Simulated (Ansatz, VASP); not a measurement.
## Two plane-wave programs on MgO

```
Mg O
1.0
     3.57125    0.00000    0.00000
    -1.78562    3.09279    0.00000
     0.00000    0.00000    4.41370
Mg O
2 2
Direct
  0.33333 0.66667 0.97703
  0.66667 0.33333 0.47703
  0.33333 0.66667 0.39828
  0.66667 0.33333 0.89828
```

Alike in both runs: task single point; functional PBE; k mesh 9 × 9 × 6; occupations gaussian, width 0.05 eV; no spin polarisation.

```csv
,VASP,Ansatz
version,VASP 6.6.1,Ansatz 0.2.0
potentials or method,"VASP PAW PBE potentials, release 64 (Mg, O), cutoff 520 eV","scalar-relativistic, plane waves, PAW"
valence electrons in the cell,16,32
```

VASP gave:

- gap on the k mesh at the Fermi level (eV): 3.06
- least direct gap on the mesh (eV): 3.06
- pressure (GPa): -1.1
- traceless stress, the component that is largest in VASP (GPa): 15.91
- rms of the force components (eV/Å): 1.037

Question: Estimate Ansatz's values.

Answer: gap on the k mesh at the Fermi level (eV): 3.08; least direct gap on the mesh (eV): 3.08; pressure (GPa): -0.7; traceless stress, the component that is largest in VASP (GPa): 15.74; rms of the force components (eV/Å): 1.023.

Atom by atom the forces differ by 0.013 eV/Å (rms over components). VASP's potentials hold 16 valence electrons a cell and Ansatz's 32, so a difference there can come from the potentials and not from the codes.
